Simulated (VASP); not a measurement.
# MnO (P4/nmm) in VASP: notebook, part 2 of 2

VASP 6.6.1. Earlier steps stand in the parts before.

### Step 4. Single point, PBE, collinear spin, ferromagnetic start

This run uses another cell than the first one, of 14.26 Å³/atom.

Input file INCAR:

```
SYSTEM = MnO
PREC     = Accurate       ! precision mode
ENCUT    = 520            ! plane-wave cutoff, eV
EDIFF    = 1E-7           ! SCF threshold, eV
ISMEAR   = -1             ! smearing method
SIGMA    = 0.05           ! smearing width, eV
LREAL    = .FALSE.        ! projectors in reciprocal space
LASPH    = .TRUE.         ! aspherical terms in the spheres
NELM     = 150            ! most SCF steps
ALGO     = Normal         ! electronic algorithm
ISIF     = 2              ! what is computed and relaxed
LWAVE    = .FALSE.        ! write WAVECAR
LCHARG   = .FALSE.        ! write CHGCAR
ISPIN    = 2              ! spin polarisation
MAGMOM   = 4 4 0 0        ! initial moments
LORBIT   = 11             ! projections on sites
LMAXMIX  = 4              ! l up to which the mixer works
GGA      = PE             ! functional
NBANDS   = 31             ! bands
```

Input file KPOINTS:

```
regular mesh
0
G
  8 8 6
  0 0 0
```

Input file POSCAR:

```
MnO
1.0
    3.3897841830      0.0000000000      0.0000000000
    0.0000000000      3.3897841830      0.0000000000
    0.0000000000      0.0000000000      4.9632914343
Mn O
2 2
Direct
    0.0000000000      0.0000000000      0.0000000000
    0.5000000000      0.5000000000      0.0000000000
    0.5000000000      0.0000000000      0.2670000000
    0.0000000000      0.5000000000      0.7330000000
```

Potentials or basis: VASP PAW PBE potentials, release 64 (Mn_pv, O).

The run is started by

```sh
> cat potpaw_PBE.64/Mn_pv/POTCAR potpaw_PBE.64/O/POTCAR > POTCAR
> mpirun -np 1 vasp_std > vasp.out
```

OUTCAR:

```text
SYSTEM = MnO
   PREC = Accurate
   ENCUT = 520
   EDIFF = 1E-7
   ISMEAR = -1
   LREAL = .FALSE.
   LASPH = .TRUE.
   NELM = 150
   ISIF = 2
   ISPIN = 2
   LORBIT = 11
   GGA = PE

 ion  position               nearest neighbor table
   1  0.000  0.000  0.000-   3 2.15   4 2.15   4 2.15   3 2.15   2 2.40   2 2.40   2 2.40   2 2.40

   2  0.500  0.500  0.000-   3 2.15   4 2.15   3 2.15   4 2.15   1 2.40   1 2.40   1 2.40   1 2.40

   3  0.500  0.000  0.267-   1 2.15   2 2.15   2 2.15   1 2.15
   4  0.000  0.500  0.733-   1 2.15   2 2.15   1 2.15   2 2.15

  LATTYP: Found a simple tetragonal cell.
 ALAT       =     3.3897841830
 C/A-ratio  =     1.4641909828

  Lattice vectors:

 A1 = (   3.3897841830,   0.0000000000,   0.0000000000)
 A2 = (   0.0000000000,   3.3897841830,   0.0000000000)
 A3 = (   0.0000000000,   0.0000000000,   4.9632914343)

Analysis of symmetry for initial positions (statically):
=====================================================================
 Subroutine PRICEL returns:
 Original cell was already a primitive cell.

 Routine SETGRP: Setting up the symmetry group for a
 simple tetragonal supercell.

 Subroutine GETGRP returns: Found 16 space group operations
 (whereof  8 operations were pure point group operations)
 out of a pool of 16 trial point group operations.

The static configuration has the point symmetry D_2d.
 The point group associated with its full space group is D_4h.

Analysis of symmetry for dynamics (positions and initial velocities):
=====================================================================
 Subroutine PRICEL returns:
 Original cell was already a primitive cell.

 Routine SETGRP: Setting up the symmetry group for a
 simple tetragonal supercell.

 Subroutine GETGRP returns: Found 16 space group operations
 (whereof  8 operations were pure point group operations)
 out of a pool of 16 trial point group operations.

The dynamic configuration has the point symmetry D_2d.
 The point group associated with its full space group is D_4h.

Analysis of structural, dynamic, and magnetic symmetry:
=====================================================================
 Subroutine PRICEL returns:
 Original cell was already a primitive cell.

 Routine SETGRP: Setting up the symmetry group for a
 simple tetragonal supercell.

 Subroutine GETGRP returns: Found 16 space group operations
 (whereof  8 operations were pure point group operations)
 out of a pool of 16 trial point group operations.

The overall configuration has the point symmetry D_2d.
 The point group associated with its full space group is D_4h.

 Subroutine INISYM returns: Found 16 space group operations
 (whereof  8 operations are pure point group operations),
 and found     1 'primitive' translations

----------------------------------------------------------------------------------------

                                     Primitive cell

  volume of cell :      57.0314

  direct lattice vectors                    reciprocal lattice vectors
     3.389784183  0.000000000  0.000000000     0.295004032  0.000000000  0.000000000
     0.000000000  3.389784183  0.000000000     0.000000000  0.295004032  0.000000000
     0.000000000  0.000000000  4.963291434     0.000000000  0.000000000  0.201479203

  length of vectors
     3.389784183  3.389784183  4.963291434     0.295004032  0.295004032  0.201479203

[... 85 lines left out ...]
   LREAL  =      F    real-space projection
   EDIFFG = 0.1E-05   stopping-criterion for IOM
   NSW    =      0    number of steps for IOM
   IBRION =     -1    ionic relax: 0-MD 1-quasi-New 2-CG
   NFREE  =      0    steps in history (QN), initial steepest desc. (CG)
   ISIF   =      2    stress and relaxation
   ISYM   =      2    0-nonsym 1-usesym 2-fastsym
   POTIM  = 0.5000    time-step for ionic-motion
   TEBEG  =    0.0;   TEEND  =   0.0 temperature during run
   PSTRESS=    0.0 pullay stress
   NELECT =      38.0000    total number of electrons
   NUPDOWN=      -1.0000    fix difference up-down
   EMIN   =  10.00;   EMAX   =-10.00  energy-range for DOS
   EFERMI =   0.00;   METHOD = LEGACY
   ISMEAR =    -1;   SIGMA  =   0.05  broadening in eV -4-tet -1-fermi 0-gaus
   EFERMI_NEDOS =   21; number of points for ismear=-14 and -15
   IALGO  =     38    algorithm
   IMIX   =      4    mixing-type and parameters
     AMIX     =   0.40;   BMIX     =  1.00
     AMIX_MAG =   1.60;   BMIX_MAG =  1.00
  volume/ion in A,a.u.               =      14.26        96.22
  Fermi-wavevector in a.u.,A,eV,Ry     =   1.429875  2.702072 27.817690  2.044543
  Thomas-Fermi vector in A             =   2.549781
   LORBIT       =     11    0 simple, 1 ext, 2 COOP (PROOUT), +10 PAW based schemes
   GGA     = PE    functional components
   LHFCALC =     F    Hartree Fock is set to
   AEXX    =    0.0000 exact exchange contribution
   IVDW    =     0    specifies the selected vdW correction
   LEPSILON=     F    determine dielectric tensor
   LRPA    =     F    only Hartree local field effects (RPA)
 spin polarized calculation
  energy-cutoff  :      520.00
  volume of cell :       57.03
 maximum number of plane-waves:      1554
 NGX is ok and might be reduce to    28
   NGX = 13   NGY = 13   NGZ = 19

 number of electron      37.9999995 magnetization       2.8204004

 Free energy of the ion-electron system (eV)
  ---------------------------------------------------
  ext. energy  EPLUGINS =         0.00000000
  ---------------------------------------------------
  free energy    TOTEN  =       -29.43534733 eV

  energy without entropy =      -29.40745206  energy(sigma->0) =      -29.42139970

 E-fermi :   3.2784     XC(G=0): -10.0786

 val. band max:        3.2780000558   @ k =   0.0000   0.0000   0.0000
 cond. band min:       3.2829223613   @ k =   0.1250   0.0000   0.3333
 fundamental gap:      0.0049223055
 Fermi energy:         3.2784464734

 spin component 1

 k-point     1 :       0.0000    0.0000    0.0000
  band No.  band energies     occupation
      1     -46.0199      1.00000
      2     -46.0199      1.00000
      3     -45.8950      1.00000
      4     -45.7745      1.00000
      5     -45.5533      1.00000
      6     -45.5533      1.00000
[... 805 lines left out ...]
     30      15.2258      0.00000
     31      16.5816      0.00000

 [... further k-points ...]

 spin component 2

 k-point     1 :       0.0000    0.0000    0.0000
  band No.  band energies     occupation
      1     -44.3889      1.00000
      2     -44.3889      1.00000
      3     -44.0979      1.00000
      4     -43.9677      1.00000
      5     -43.8927      1.00000
      6     -43.8927      1.00000
[... 805 lines left out ...]
     30      15.4469      0.00000
     31      16.9748      0.00000

 [... further k-points ...]

------------------------ aborting loop because EDIFF is reached ----------------------------------------

  FORCE on cell =-STRESS in cart. coord.  units (eV):
  Direction    XX          YY          ZZ          XY          YZ          ZX
  --------------------------------------------------------------------------------------
  -------------------------------------------------------------------------------------
  Total       -7.2399337     -7.2399337     -9.3991226      0.0000000     -0.0000000      0.0000000
  in kB     -203.3907957   -203.3907957   -264.0486940      0.0000000     -0.0000000      0.0000000
  external PRESSURE =    -223.6100951 kB  Pullay stress =       0.0000000 kB

 VOLUME and BASIS-vectors are now :
 -----------------------------------------------------------------------------
  energy-cutoff  :      520.00
  volume of cell :       57.03
      direct lattice vectors                 reciprocal lattice vectors
     3.389784183  0.000000000  0.000000000     0.295004032  0.000000000  0.000000000
     0.000000000  3.389784183  0.000000000     0.000000000  0.295004032  0.000000000
     0.000000000  0.000000000  4.963291434     0.000000000  0.000000000  0.201479203

 POSITION                                       TOTAL-FORCE (eV/Angst)
 -----------------------------------------------------------------------------------
      0.00000      0.00000      0.00000         0.000000     -0.000000      0.000000
      1.69489      1.69489      0.00000         0.000000      0.000000      0.000000
      1.69489      0.00000      1.32520         0.000000     -0.000000     -3.522970
      0.00000      1.69489      3.63809         0.000000      0.000000      3.522970
 -----------------------------------------------------------------------------------
    total drift:                                0.000000      0.000000     -0.000000

  FREE ENERGIE OF THE ION-ELECTRON SYSTEM (eV)
  ---------------------------------------------------
  free  energy   TOTEN  =       -29.4353473305 eV

  energy  without entropy=      -29.4074520642  energy(sigma->0) =      -29.42139970

 total charge

# of ion       s       p       d       tot
------------------------------------------
    1        0.266   6.266   5.114  11.646
    2        0.266   6.266   5.114  11.646
    3        1.586   3.226   0.000   4.812
    4        1.586   3.226   0.000   4.812
--------------------------------------------------
tot          3.704  18.983  10.229  32.916

 magnetization (x)

# of ion       s       p       d       tot
------------------------------------------
    1        0.009   0.012   1.541   1.563
    2        0.009   0.012   1.541   1.563
    3        0.001  -0.163   0.000  -0.162
    4        0.001  -0.163   0.000  -0.162
--------------------------------------------------
tot          0.020  -0.301   3.083   2.801
```

Wall time 2.1 min (1 thread of Intel Xeon Platinum 8488C (Sapphire Rapids), shared host); peak memory 0.29 GiB.

What came out:

```
Free energy                                           : -29.4353 eV
Pressure                                              : -22.4 GPa
Largest force                                         : 3.523 eV/Å
Net moment                                            : 2.82 μB per cell
Site moments                                          : Mn +1.56; O -0.16 μB
Valence electrons inside the program's atomic spheres : Mn 11.65; O 4.81
```

Forces in eV/Å, atoms in the order of the input:
```
Mn   0.000  0.000  0.000
Mn   0.000  0.000  0.000
O    0.000  0.000 -3.523
O    0.000  0.000  3.523
```

Levels at points of the mesh, in eV from the Fermi level:
Spin up:
```tsv
k point	band 18	band 19	band 20	band 21	band 22	band 23
(0.00, 0.00, 0.00)	-0.66	0.00	0.00	0.02	0.38	0.54
(0.50, 0.00, 0.00)	-1.62	-1.30	-1.30	0.38	0.38	0.42
(0.50, 0.50, 0.00)	-1.96	-0.84	-0.84	-0.27	-0.27	0.80
(0.00, 0.00, 0.50)	-0.62	0.02	0.05	0.05	0.45	0.45
(0.50, 0.00, 0.50)	-1.62	-1.31	-1.31	0.46	0.46	0.53
(0.50, 0.50, 0.50)	-2.18	-0.96	-0.96	-0.27	-0.27	0.84
```
Spin down:
```tsv
k point	band 15	band 16	band 17	band 18	band 19	band 20	band 21	band 22
(0.00, 0.00, 0.00)	-2.77	-0.50	-0.24	0.80	0.99	1.44	1.44	1.50
(0.50, 0.00, 0.00)	-0.69	-0.69	-0.57	-0.57	0.37	0.37	1.46	1.46
(0.50, 0.50, 0.00)	-1.60	-1.60	-1.03	-1.03	0.98	0.98	1.38	1.38
(0.00, 0.00, 0.50)	-2.77	-0.29	-0.17	1.05	1.39	1.39	1.54	1.54
(0.50, 0.00, 0.50)	-0.70	-0.70	-0.50	-0.50	0.35	0.35	1.51	1.51
(0.50, 0.50, 0.50)	-1.49	-1.49	-1.13	-1.13	0.90	0.90	1.38	1.38
```

Caveat: the cell stands under tension; semilocal functionals often make such compounds metallic where correlation or magnetic order opens a gap, which also shifts bond lengths; only a ferromagnetic start was run, and an antiferromagnetic order may lie lower in energy; forces of over 1 eV/Å act on the atoms, so gaps and moduli don't describe the material at rest. With open d or f shells a metallic result of PBE can be an artefact of self-interaction; +U or a hybrid may open a gap.

### Step 5. Summary

```csv
cell,gap on the mesh (eV),pressure (GPa),moment (μB),largest force (eV/Å)
"a = 3.347, b = 3.347, c = 4.900 Å, 4 atoms",none,-19.7,2.78,3.30
"a = 3.368, b = 3.368, c = 4.932 Å, 4 atoms",none,-21.1,2.80,3.42
"a = 3.390, b = 3.390, c = 4.963 Å, 4 atoms",none,-22.4,2.82,3.52
```

Alike in all rows: task single point; level PBE; potentials or basis VASP PAW PBE potentials, release 64 (Mn_pv, O); spin collinear, ferromagnetic start; k mesh 8 × 8 × 6; cutoff (eV) 520; smearing fermi-dirac 0.05 eV.

Caveats: the cell stands under tension; semilocal functionals often make such compounds metallic where correlation or magnetic order opens a gap, which also shifts bond lengths; only a ferromagnetic start was run, and an antiferromagnetic order may lie lower in energy; forces of over 1 eV/Å act on the atoms, so gaps and moduli don't describe the material at rest.

Total energies depend on the potentials used, so only differences within one code and one set of settings carry meaning.
